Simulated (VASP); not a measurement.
# CdSe in VASP: further runs

The runs below take CdSe through electric field gradients, with LDA.

All numbers are computed with VASP 6.6.1; they aren't measurements. Logs are shortened: lines on timing, memory, paths and dates and some standing lists are left out, and cuts for length are marked.

### Step 1. The cell of the first run

Symmetry: I-4m2, No. 119, tetragonal system. The conventional cell has a = 4.342 Å, b = 4.342 Å, c = 6.079 Å, α = 90.00°, β = 90.00°, γ = 90.00°. Within 3.5 Å of Cd (site symmetry -4m2) lie 4 Se at 2.65 Å. Se (site symmetry -4m2) has 4 Cd at 2.65 Å within 3.5 Å.

### Step 2. Electric field gradients, LDA (zz strain of -1 %)

Input file INCAR:

```
PREC = Accurate ; ENCUT = 520
EDIFF = 1E-8 ; ISMEAR = -1
SIGMA = 0.03 ; LREAL = F
LASPH = T ; NELM = 60
ALGO = Normal ; ISIF = 2
LWAVE = F ; LCHARG = F
GGA = CA ; LEFG = T
NBANDS = 16
```

Input file KPOINTS:

```
Automatic mesh
0
Gamma
  8 8 8
```

Input file POSCAR:

```
CdSe
1.0
    0.0000000000      3.0702711986      3.0395684866
    3.0702711986      0.0000000000      3.0395684866
    3.0702711986      3.0702711986      0.0000000000
Cd Se
1 1
Direct
    0.0000000000      0.0000000000      0.0000000000
    0.2500000000      0.2500000000      0.2500000000
```

Potentials or basis: VASP PAW LDA potentials, release 64 (Cd, Se).

The run is started by

```sh
$ cat potpaw_LDA.64/Cd/POTCAR potpaw_LDA.64/Se/POTCAR > POTCAR
$ mpirun -np 1 vasp_std > vasp.out
```

OUTCAR:

```text
PREC = Accurate
   ENCUT = 520
   EDIFF = 1E-8
   ISMEAR = -1
   LREAL = F
   LASPH = T
   NELM = 60
   ISIF = 2
   GGA = CA

 ion  position               nearest neighbor table
   1  0.000  0.000  0.000-   2 2.65   2 2.65   2 2.65   2 2.65
   2  0.250  0.250  0.250-   1 2.65   1 2.65   1 2.65   1 2.65

  LATTYP: Found a body centered tetragonal cell.
 ALAT       =     4.3420191692
 C/A-ratio  =     1.4000714267

  Lattice vectors:

 A1 = (   0.0000000000,  -3.0702711986,  -3.0395684866)
 A2 = (   0.0000000000,   3.0702711986,  -3.0395684866)
 A3 = (   3.0702711986,   0.0000000000,   3.0395684866)

Analysis of symmetry for initial positions (statically):
=====================================================================
 Subroutine PRICEL returns:
 Original cell was already a primitive cell.

 Routine SETGRP: Setting up the symmetry group for a
 body centered tetragonal supercell.

 Subroutine GETGRP returns: Found  8 space group operations
 (whereof  8 operations were pure point group operations)
 out of a pool of 16 trial point group operations.

The static configuration has the point symmetry D_2d.

Analysis of symmetry for dynamics (positions and initial velocities):
=====================================================================
 Subroutine PRICEL returns:
 Original cell was already a primitive cell.

 Routine SETGRP: Setting up the symmetry group for a
 body centered tetragonal supercell.

 Subroutine GETGRP returns: Found  8 space group operations
 (whereof  8 operations were pure point group operations)
 out of a pool of 16 trial point group operations.

The dynamic configuration has the point symmetry D_2d.

 Subroutine INISYM returns: Found  8 space group operations
 (whereof  8 operations are pure point group operations),
 and found     1 'primitive' translations

----------------------------------------------------------------------------------------

                                     Primitive cell

  volume of cell :      57.3054

  direct lattice vectors                    reciprocal lattice vectors
     0.000000000  3.070271199  3.039568487    -0.162852063  0.162852063  0.164497034
     3.070271199  0.000000000  3.039568487     0.162852063 -0.162852063  0.164497034
     3.070271199  3.070271199  0.000000000     0.162852063  0.162852063 -0.164497034

  length of vectors
     4.320363621  4.320363621  4.342019169     0.283020959  0.283020959  0.283020959

  position of ions in fractional coordinates (direct lattice)
     0.000000000  0.000000000  0.000000000
     0.250000000  0.250000000  0.250000000

  ion indices of the primitive-cell ions
   primitive index   ion index
                 1           1
                 2           2

----------------------------------------------------------------------------------------

 KPOINTS: Automatic mesh

Automatic generation of k-mesh.
 Grid dimensions read from file:
 generate k-points for:    8    8    8

 Generating k-lattice:

  Cartesian coordinates                     Fractional coordinates (reciprocal lattice)
    -0.020356508  0.020356508  0.020562129     0.125000000  0.000000000  0.000000000
     0.020356508 -0.020356508  0.020562129     0.000000000  0.125000000  0.000000000
     0.020356508  0.020356508 -0.020562129     0.000000000  0.000000000  0.125000000

  Length of vectors
     0.035377620  0.035377620  0.035377620

  Shift w.r.t. Gamma in fractional coordinates (k-lattice)
     0.000000000  0.000000000  0.000000000

 Subroutine IBZKPT returns following result:
 ===========================================

 Found     59 irreducible k-points:

 Following reciprocal coordinates:
            Coordinates               Weight
  0.000000  0.000000  0.000000      1.000000
  0.125000 -0.000000  0.000000      8.000000
  0.250000 -0.000000  0.000000      8.000000
  0.375000 -0.000000  0.000000      8.000000
  0.500000 -0.000000  0.000000      4.000000
  0.125000  0.125000  0.000000      2.000000
[... 16 lines left out ...]
  0.250000 -0.000000  0.125000     16.000000
  0.375000 -0.000000  0.125000     16.000000
 [... further k-points ...]
   k-points           NKPTS =     59   k-points in BZ     NKDIM =     59   number of bands    NBANDS=     16
   number of dos      NEDOS =    301   number of ions     NIONS =      2
   total plane-waves  NPLWV =  32768
   dimension x,y,z NGX =    32 NGY =   32 NGZ =   32
   dimension x,y,z NGXF=    64 NGYF=   64 NGZF=   64
   ions per type =               1   1
   NGX,Y,Z   is equivalent  to a cutoff of  12.31, 12.31, 12.25 a.u.
   NGXF,Y,Z  is equivalent  to a cutoff of  24.63, 24.63, 24.50 a.u.
 SYSTEM =  unknown system
   PREC   = accura    normal or accurate (medium, high low for compatibility)
   ISTART =      0    job   : 0-new  1-cont  2-samecut
   ICHARG =      2    charge: 1-file 2-atom 10-const
   ISPIN  =      1    spin polarized calculation?
   LNONCOLLINEAR =      F non collinear calculations
   LSORBIT =      F    spin-orbit coupling
   LASPH  =      T    aspherical Exc in radial PAW
   ENCUT  =  520.0 eV  38.22 Ry    6.18 a.u.   8.03  8.03  8.07*2*pi/ulx,y,z
   NELM   =     60;   NELMIN=  2; NELMDL= -5     # of ELM steps
   EDIFF  = 0.1E-07   stopping-criterion for ELM
   LREAL  =      F    real-space projection
   EDIFFG = 0.1E-06   stopping-criterion for IOM
   NSW    =      0    number of steps for IOM
   IBRION =     -1    ionic relax: 0-MD 1-quasi-New 2-CG
   NFREE  =      0    steps in history (QN), initial steepest desc. (CG)
   ISIF   =      2    stress and relaxation
   ISYM   =      2    0-nonsym 1-usesym 2-fastsym
   POTIM  = 0.5000    time-step for ionic-motion
   TEBEG  =    0.0;   TEEND  =   0.0 temperature during run
   PSTRESS=    0.0 pullay stress
   NELECT =      18.0000    total number of electrons
   NUPDOWN=      -1.0000    fix difference up-down
   EMIN   =  10.00;   EMAX   =-10.00  energy-range for DOS
   EFERMI =   0.00;   METHOD = LEGACY
   ISMEAR =    -1;   SIGMA  =   0.03  broadening in eV -4-tet -1-fermi 0-gaus
   EFERMI_NEDOS =   21; number of points for ismear=-14 and -15
   IALGO  =     38    algorithm
   IMIX   =      4    mixing-type and parameters
     AMIX     =   0.40;   BMIX     =  1.00
     AMIX_MAG =   1.60;   BMIX_MAG =  1.00
  volume/ion in A,a.u.               =      28.65       193.36
  Fermi-wavevector in a.u.,A,eV,Ry     =   1.112843  2.102968 16.849718  1.238419
  Thomas-Fermi vector in A             =   2.249421
   LORBIT       =      0    0 simple, 1 ext, 2 COOP (PROOUT), +10 PAW based schemes
   GGA     = CA    functional components
   LHFCALC =     F    Hartree Fock is set to
   AEXX    =    0.0000 exact exchange contribution
   IVDW    =     0    specifies the selected vdW correction
   LEPSILON=     F    determine dielectric tensor
   LRPA    =     F    only Hartree local field effects (RPA)
 non-spin polarized calculation
  energy-cutoff  :      520.00
  volume of cell :       57.31
 maximum number of plane-waves:      1580
   NGX = 17   NGY = 17   NGZ = 17

 number of electron      18.0000004 magnetization

 Free energy of the ion-electron system (eV)
  ---------------------------------------------------
  ext. energy  EPLUGINS =         0.00000000
  ---------------------------------------------------
  free energy    TOTEN  =        -6.74095753 eV

  energy without entropy =       -6.74094456  energy(sigma->0) =       -6.74095105

 E-fermi :   0.8440     XC(G=0):  -9.2090

 val. band max:        0.6824227825   @ k =   0.0000   0.0000   0.0000
 cond. band min:       0.9866049412   @ k =   0.0000   0.0000   0.0000
 fundamental gap:      0.3041821587
 Fermi energy:         0.8439778833

 k-point     1 :       0.0000    0.0000    0.0000
  band No.  band energies     occupation
      1     -11.8818      2.00000
      2      -7.2278      2.00000
      3      -7.2278      2.00000
      4      -7.2237      2.00000
      5      -6.8682      2.00000
      6      -6.8653      2.00000
[... 8 lines left out ...]
     15      11.6319      0.00000
     16      11.7795      0.00000

 k-point     2 :       0.1250   -0.0000    0.0000
  band No.  band energies     occupation
      1     -11.8295      2.00000
      2      -7.2113      2.00000
      3      -7.2086      2.00000
      4      -7.1805      2.00000
      5      -6.8689      2.00000
      6      -6.8665      2.00000
[... 8 lines left out ...]
     15      10.8318      0.00000
     16      10.9446      0.00000
[... 387 lines left out ...]
      5      -6.8809      2.00000
      6      -6.8505      2.00000
[... 8 lines left out ...]
     15      11.5955      0.00000
     16      11.8820      0.00000

 k-point    24 :       0.3750   -0.0000    0.1250
  band No.  band energies     occupation
      1     -11.5814      2.00000
      2      -7.1425      2.00000
      3      -7.1216      2.00000
      4      -6.9129      2.00000
      5      -6.8426      2.00000
      6      -6.7958      2.00000
[... 8 lines left out ...]
     15      11.4956      0.00000
     16      12.1091      0.00000

 [... further k-points ...]
[... 5 lines left out ...]
  --------------------------------------------------------------------------------------
  -------------------------------------------------------------------------------------
  Total       -0.8983222     -0.8983222     -0.8239007      0.0000000      0.0000000      0.0000000
  in kB      -25.1158168    -25.1158168    -23.0350977      0.0000000      0.0000000      0.0000000
  external PRESSURE =     -24.4222438 kB  Pullay stress =       0.0000000 kB

 VOLUME and BASIS-vectors are now :
 -----------------------------------------------------------------------------
  energy-cutoff  :      520.00
  volume of cell :       57.31
      direct lattice vectors                 reciprocal lattice vectors
     0.000000000  3.070271199  3.039568487    -0.162852063  0.162852063  0.164497034
     3.070271199  0.000000000  3.039568487     0.162852063 -0.162852063  0.164497034
     3.070271199  3.070271199  0.000000000     0.162852063  0.162852063 -0.164497034

 POSITION                                       TOTAL-FORCE (eV/Angst)
 -----------------------------------------------------------------------------------
      0.00000      0.00000      0.00000        -0.000000     -0.000000     -0.000000
      1.53514      1.53514      1.51978         0.000000      0.000000      0.000000
 -----------------------------------------------------------------------------------
    total drift:                                0.000000      0.000000     -0.000000

  FREE ENERGIE OF THE ION-ELECTRON SYSTEM (eV)
  ---------------------------------------------------
  free  energy   TOTEN  =        -6.7409575299 eV

  energy  without entropy=       -6.7409445643  energy(sigma->0) =       -6.74095105

 Electric field gradients (V/A^2)
---------------------------------------------------------------------
 ion       V_xx      V_yy      V_zz      V_xy      V_xz      V_yz
---------------------------------------------------------------------
   1      -1.494    -1.494     2.988    -0.002    -0.002    -0.002
   2       1.953     1.953    -3.907    -0.000    -0.000    -0.000
---------------------------------------------------------------------

 Electric field gradients after diagonalization (V/A^2)
 (convention: |V_zz| > |V_xx| > |V_yy|)
----------------------------------------------------------------------
 ion       V_xx      V_yy      V_zz     asymmetry (V_yy - V_xx)/ V_zz
----------------------------------------------------------------------
   1      -1.495    -1.492     2.988       0.001
   2       1.954     1.953    -3.907       0.000
----------------------------------------------------------------------

           NMR quadrupolar parameters

 Cq : quadrupolar parameter    Cq=e*Q*V_zz/h
 eta: asymmetry parameters     (V_yy - V_xx)/ V_zz
 Q  : nuclear electric quadrupole moment in mb (millibarn)
----------------------------------------------------------------------
 ion       Cq(MHz)       eta       Q (mb)
----------------------------------------------------------------------
   1       0.007       0.001       1.000
   2      -0.009       0.000       1.000
----------------------------------------------------------------------
```

Run time: 35 s. Hardware: 1 thread of Intel Xeon 6975P-C, shared host; peak memory 0.19 GiB.

Results:

- Free energy: -6.7410 eV
- Pressure: -2.4 GPa
- Band gap on the k mesh: 0.30 eV, direct

Stress tensor (GPa, compression positive):
```
-2.51  0.00  0.00
 0.00 -2.51  0.00
 0.00  0.00 -2.30
```

Levels at points of the mesh, in eV from the valence-band top:
```
           k point  band 6  band 7  band 8  band 9  band 10  band 11  band 12  band 13
(0.00, 0.00, 0.00)   -7.55   -0.03   -0.03    0.00     0.30     5.77     5.78     5.78
(0.50, 0.00, 0.00)   -7.27   -4.39   -0.78   -0.74     2.15     6.25     6.32     7.12
(0.50, 0.50, 0.00)   -7.20   -4.06   -1.87   -1.87     2.93     3.52     8.83     9.88
(0.50, 0.00, 0.50)   -7.22   -4.12   -1.84   -1.82     2.96     3.60     8.74     9.84
```

Electric field gradients, principal values (V/Å²):
| atom | least | middle | greatest (by size) |
| --- | --- | --- | --- |
| 1 Cd | -1.492 | -1.495 | 2.988 |
| 2 Se | 1.953 | 1.954 | -3.907 |

Caveat: the cell differs from its parent crystal (zz strain of -1 %); without QUAD_EFG the Cq values of the log hold for a quadrupole moment of 1 mb, not for the nuclei.

### Step 3. Electric field gradients, LDA (zz strain of +2 %)

Input file INCAR:

```
  PREC = Accurate
  ENCUT = 520
  EDIFF = 1E-8
  ISMEAR = -1
  SIGMA = 0.03
  LREAL = F
  LASPH = T
  NELM = 80
  ALGO = Normal
  ISIF = 2
  LWAVE = F
  LCHARG = F
  GGA = CA
  LEFG = T
  NBANDS = 16
```

KPOINTS is that of step 2.

Input file POSCAR:

```
CdSe
1.0
    0.0000000000      3.0702711986      3.1316766226
    3.0702711986      0.0000000000      3.1316766226
    3.0702711986      3.0702711986      0.0000000000
Cd Se
1 1
Direct
    0.0000000000      0.0000000000      0.0000000000
    0.2500000000      0.2500000000      0.2500000000
```

Potentials or basis: VASP PAW LDA potentials, release 64 (Cd, Se).

The run is started by

```sh
$ cat potpaw_LDA.64/Cd/POTCAR potpaw_LDA.64/Se/POTCAR > POTCAR
$ mpirun -np 1 vasp_std > vasp.out
```

OUTCAR:

```text
PREC = Accurate
   ENCUT = 520
   EDIFF = 1E-8
   ISMEAR = -1
   LREAL = F
   LASPH = T
   NELM = 80
   ISIF = 2
   GGA = CA

 ion  position               nearest neighbor table
   1  0.000  0.000  0.000-   2 2.68   2 2.68   2 2.68   2 2.68
   2  0.250  0.250  0.250-   1 2.68   1 2.68   1 2.68   1 2.68

  LATTYP: Found a body centered tetragonal cell.
 ALAT       =     4.3420191692
 C/A-ratio  =     1.4424978336

  Lattice vectors:

 A1 = (  -3.0702711986,   0.0000000000,   3.1316766226)
 A2 = (   3.0702711986,   0.0000000000,   3.1316766226)
 A3 = (   0.0000000000,   3.0702711986,  -3.1316766226)

Analysis of symmetry for initial positions (statically):
=====================================================================
 Subroutine PRICEL returns:
 Original cell was already a primitive cell.

 Routine SETGRP: Setting up the symmetry group for a
 body centered tetragonal supercell.

[... 645 lines left out ...]
      direct lattice vectors                 reciprocal lattice vectors
     0.000000000  3.070271199  3.131676623    -0.162852063  0.162852063  0.159658886
     3.070271199  0.000000000  3.131676623     0.162852063 -0.162852063  0.159658886
     3.070271199  3.070271199  0.000000000     0.162852063  0.162852063 -0.159658886

 POSITION                                       TOTAL-FORCE (eV/Angst)
 -----------------------------------------------------------------------------------
      0.00000      0.00000      0.00000        -0.000000     -0.000000      0.000000
      1.53514      1.53514      1.56584         0.000000      0.000000      0.000000
 -----------------------------------------------------------------------------------
    total drift:                                0.000002      0.000002     -0.000001

  FREE ENERGIE OF THE ION-ELECTRON SYSTEM (eV)
  ---------------------------------------------------
  free  energy   TOTEN  =        -6.7065866508 eV

  energy  without entropy=       -6.7065534589  energy(sigma->0) =       -6.70657005

 Electric field gradients (V/A^2)
---------------------------------------------------------------------
 ion       V_xx      V_yy      V_zz      V_xy      V_xz      V_yz
---------------------------------------------------------------------
   1       2.839     2.839    -5.678    -0.002    -0.001    -0.001
   2      -3.957    -3.957     7.914    -0.001    -0.000    -0.000
---------------------------------------------------------------------

 Electric field gradients after diagonalization (V/A^2)
 (convention: |V_zz| > |V_xx| > |V_yy|)
----------------------------------------------------------------------
 ion       V_xx      V_yy      V_zz     asymmetry (V_yy - V_xx)/ V_zz
----------------------------------------------------------------------
   1       2.842     2.837    -5.678       0.001
   2      -3.958    -3.956     7.914       0.000
----------------------------------------------------------------------

           NMR quadrupolar parameters

 Cq : quadrupolar parameter    Cq=e*Q*V_zz/h
 eta: asymmetry parameters     (V_yy - V_xx)/ V_zz
 Q  : nuclear electric quadrupole moment in mb (millibarn)
----------------------------------------------------------------------
 ion       Cq(MHz)       eta       Q (mb)
----------------------------------------------------------------------
   1      -0.014       0.001       1.000
   2       0.019       0.000       1.000
----------------------------------------------------------------------
```

OSZICAR:

```text
N       E                     dE             d eps       ncg     rms          rms(c)
DAV:   1     0.105463293732E+03    0.10546E+03   -0.87894E+03  1936   0.100E+03
DAV:   2    -0.286728471485E+01   -0.10833E+03   -0.10204E+03  2240   0.247E+02
DAV:   3    -0.706508204032E+01   -0.41978E+01   -0.41895E+01  2288   0.500E+01
DAV:   4    -0.708408269543E+01   -0.19001E-01   -0.19000E-01  2440   0.338E+00
DAV:   5    -0.708420191757E+01   -0.11922E-03   -0.11922E-03  2304   0.230E-01    0.558E+00
DAV:   6    -0.673630577949E+01    0.34790E+00   -0.53386E-01  2832   0.876E+00    0.448E+00
DAV:   7    -0.671041232181E+01    0.25893E-01   -0.10602E-01  2264   0.227E+00    0.197E+00
DAV:   8    -0.670687406993E+01    0.35383E-02   -0.10679E-02  2288   0.125E+00    0.195E-01
DAV:   9    -0.670659143032E+01    0.28264E-03   -0.11760E-03  2344   0.446E-01    0.431E-02
DAV:  10    -0.670658138461E+01    0.10046E-04   -0.10864E-04  2264   0.139E-01    0.365E-02
DAV:  11    -0.670658704207E+01   -0.56575E-05   -0.16979E-05  2416   0.347E-02    0.143E-02
DAV:  12    -0.670658663291E+01    0.40916E-06   -0.94874E-07  2280   0.128E-02    0.607E-03
DAV:  13    -0.670658666297E+01   -0.30054E-07   -0.37492E-07  2328   0.396E-03    0.192E-03
DAV:  14    -0.670658665227E+01    0.10697E-07   -0.20488E-08  2232   0.883E-04    0.992E-04
DAV:  15    -0.670658665078E+01    0.14857E-08   -0.31519E-09  1272   0.277E-04
   1 F= -.67065867E+01 E0= -.67065701E+01  d E =-.331919E-04
```

Wall time 51 s (1 thread of Intel Xeon 6975P-C, shared host); peak memory 0.2 GiB.

Results:

* Free energy: -6.7066 eV
* Pressure: -3.7 GPa
* Band gap on the k mesh: 0.24 eV, direct

Electric field gradients, principal values (V/Å²):
| atom | least | middle | greatest (by size) |
| --- | --- | --- | --- |
| 1 Cd | 2.837 | 2.842 | -5.678 |
| 2 Se | -3.956 | -3.958 | 7.914 |

Caveat: the cell differs from its parent crystal (zz strain of +2 %); without QUAD_EFG the Cq values of the log hold for a quadrupole moment of 1 mb, not for the nuclei.

(Part 1 of 2 ends here.)
